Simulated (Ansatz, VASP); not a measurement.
**C in VASP and in Ansatz**

INCAR

```
PREC     = Accurate       # precision mode
ENCUT    = 600            # plane-wave cutoff, eV
EDIFF    = 1E-6           # SCF threshold, eV
ISMEAR   = -1             # smearing method
SIGMA    = 0.2            # smearing width, eV
LREAL    = False          # projectors in reciprocal space
LASPH    = True           # aspherical terms in the spheres
NELM     = 120            # most SCF steps
ALGO     = Normal         # electronic algorithm
ISIF     = 2              # what is computed and relaxed
LWAVE    = False          # write WAVECAR
LCHARG   = False          # write CHGCAR
GGA      = PS             # functional
NBANDS   = 11             # bands
GGA_COMPAT= False
```

Contents of KPOINTS:

```
Automatic mesh
0
Gamma
  11 11 7
```

File POSCAR:

```
C
1.0
    2.1273200000     -1.2282820000      0.0000000000
    2.1273200000      1.2282820000      0.0000000000
   -1.3790700000      0.0000000000      3.5028300000
C
2
Direct
    0.8333560000      0.8333560000      0.0000930000
    0.1666440000      0.1666440000      0.9999070000
```

Input for Ansatz:

```yaml
crystal:
  lattice:
    - [2.12732, -1.228282, 0.0]
    - [2.12732, 1.228282, 0.0]
    - [-1.37907, 0.0, 3.50283]
  atoms:
    - { symbol: C, position: [0.833356, 0.833356, 9.3e-05] }
    - { symbol: C, position: [0.166644, 0.166644, 0.999907] }
basis:
  ecutwfc: 470.0
  ecutrho_ratio: 4
kpoints:
  mp_grid:
    grid: [11, 11, 7]
    shift: [0.0, 0.0, 0.0]
hamiltonian:
  xc: pbesol
scf:
  convergence:
    dr2_threshold: 1.0e-07
  mixing:
    algorithm: broyden
    preconditioner: kerker
  occupations:
    method: fermi_dirac
    width: 0.2
output:
  forces: true
  stress: true
```

Alike in both runs: task single point; functional PBEsol; k mesh 11 × 11 × 7; occupations fermi-dirac, width 0.2 eV; no spin polarisation.

|  | VASP | Ansatz |
| --- | --- | --- |
| version | VASP 6.6.1 | Ansatz 0.2.0 |
| potentials or method | VASP PAW PBE potentials, release 64 (C), cutoff 600 eV | plane waves, PAW |
| valence electrons in the cell | 8 | 8 |

VASP gave:

* pressure (GPa): 1.2
* traceless stress, the component that is largest in VASP (GPa): -1.06

Question: What did Ansatz give for the same quantities?

Answer: Pressure (GPa): 0.9; traceless stress, the component that is largest in VASP (GPa): -0.51.

VASP's potentials were made for PBE, not for PBEsol. With one functional, cell and mesh, what is left measures potentials, basis and numerics. Ansatz's warnings: stress scf threshold loose.
